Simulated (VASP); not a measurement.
Wanted: the native input for a VASP 6.6.1 run.

```yaml
Task: relaxation of cell and atoms
Functional: PBE
Potentials_or_basis: VASP PAW PBE potentials, release 64 (Sr_sv, Zr_sv, O)
Cutoff: 600 eV
k_mesh: 12 × 12 × 6
Occupations: gaussian, width 0.1 eV
Spin: no spin polarisation
Dipole_correction: no
Further_INCAR_settings: ALGO = Normal; EDIFF = 1e-06; IBRION = 2; EDIFFG = -0.01; NSW = 100; ISIF = 3
```

The structure of Sr2ZrO3 lies in POSCAR:

```
Sr2ZrO3
1.0
    3.4665507050      0.0000000000      0.0000000000
   -1.7332753525      3.0021209740      0.0000000000
    0.0000000000      0.0000000000      8.7155970634
Sr Zr O
2 1 3
Direct
    0.3333333333      0.6666666667      0.1764436444
    0.6666666667      0.3333333333      0.8235563556
    0.0000000000      0.0000000000      0.5000000000
    0.3333333333      0.6666666667      0.6373190579
    0.6666666667      0.3333333333      0.3626809421
    0.0000000000      0.0000000000      0.0000000000
```

The cell was generated, and may not be a known phase.

The input as run:

INCAR

```
SYSTEM = Sr2ZrO3
ALGO     = Normal         ! electronic algorithm
EDIFF    = 1E-6           ! SCF threshold, eV
EDIFFG   = -0.01          ! ionic threshold
ENCUT    = 600            ! plane-wave cutoff, eV
GGA      = PE             ! functional
IBRION   = 2              ! ionic algorithm
ISIF     = 3              ! what is computed and relaxed
ISMEAR   = 0              ! smearing method
LASPH    = .TRUE.         ! aspherical terms in the spheres
LCHARG   = .FALSE.        ! write CHGCAR
LREAL    = .FALSE.        ! projectors in reciprocal space
LWAVE    = .FALSE.        ! write WAVECAR
NELM     = 100            ! most SCF steps
NSW      = 100            ! ionic steps
PREC     = Accurate       ! precision mode
SIGMA    = 0.1            ! smearing width, eV
```

KPOINTS

```
k-points
0
G
  12 12 6
  0 0 0
```

Potentials or basis: VASP PAW PBE potentials, release 64 (Sr_sv, Zr_sv, O).

Run with:

```sh
$ cat potpaw_PBE.64/Sr_sv/POTCAR potpaw_PBE.64/Zr_sv/POTCAR potpaw_PBE.64/O/POTCAR > POTCAR
$ mpirun -np 1 vasp_std > vasp.out
```

Results of the run:

```json
{
  "Relaxed volume": "15.21 Å³/atom",
  "Relaxed cell": "a = 3.480 Å, b = 3.480 Å, c = 8.702 Å, α = 90.00°, β = 90.00°, γ = 120.00°",
  "Space group after relaxing (to 0.1 Å)": "P-3m1 (No. 164)",
  "Energy gained by relaxing": "1.3 meV/atom",
  "Ionic steps": "8",
  "Pressure after relaxing": "0.0 GPa",
  "Largest force after relaxing": "0.004 eV/Å",
  "Band gap on the k mesh": "zero (bands 25 and 26 overlap by 0.42 eV)"
}
```

It took 26 min on 1 thread of Intel(R) Xeon(R) 6975P-C (Granite Rapids), on a shared host, peak memory 0.48 GiB.
